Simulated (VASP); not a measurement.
Wanted: the native input for a VASP 6.6.1 run.

```yaml
Task: single point
Functional: LDA
Potentials_or_basis: VASP PAW LDA potentials, release 64 (Sb)
Cutoff: 520 eV
k_mesh: 15 × 15 × 8
Occupations: gaussian, width 0.1 eV
Spin: no spin polarisation
Dipole_correction: no
Further_INCAR_settings: ALGO = Normal; EDIFF = 1e-06; NBANDS = 12
```

The structure of Sb lies in POSCAR:

```
Sb
1.0
    3.3282015873      0.0000000000      0.0000000000
   -1.6641007937      2.8823071235      0.0000000000
    0.0000000000      0.0000000000      4.9456537000
Sb
2
Direct
    0.3333333333      0.6666666667      0.2500000000
    0.6666666667      0.3333333333      0.7500000000
```

This isn't the form of Sb at room conditions, which is rhombohedral.

This cell differs from its parent crystal: strained.

These files were run (other wordings do the same):

INCAR

```
PREC = Accurate ; ENCUT = 520
EDIFF = 1E-6 ; ISMEAR = 0
SIGMA = 0.1 ; LREAL = F
LASPH = T ; NELM = 80
ALGO = Normal ; ISIF = 2
LWAVE = F ; LCHARG = T
LELF = T ; LVHAR = T
NBANDS = 12
```

KPOINTS

```
regular mesh
0
Gamma
  15 15 8
```

Potentials or basis: VASP PAW LDA potentials, release 64 (Sb).

Run with:

```sh
$ cat potpaw_LDA.64/Sb/POTCAR > POTCAR
$ mpirun -np 1 vasp_std > vasp.out
```

Results of the run:

```json
{"Pressure": "7.0 GPa", "Band gap on the k mesh": "zero (bands 5 and 6 overlap by 7.79 eV)"}
```

Caveat: the cell differs from its parent crystal (strained); the cell stands under pressure; spin-orbit coupling is left out, which moves the levels of the heavy elements.

Run time: 63 s on 1 thread of Intel Xeon 8259CL, on a shared host, peak memory 0.2 GiB.
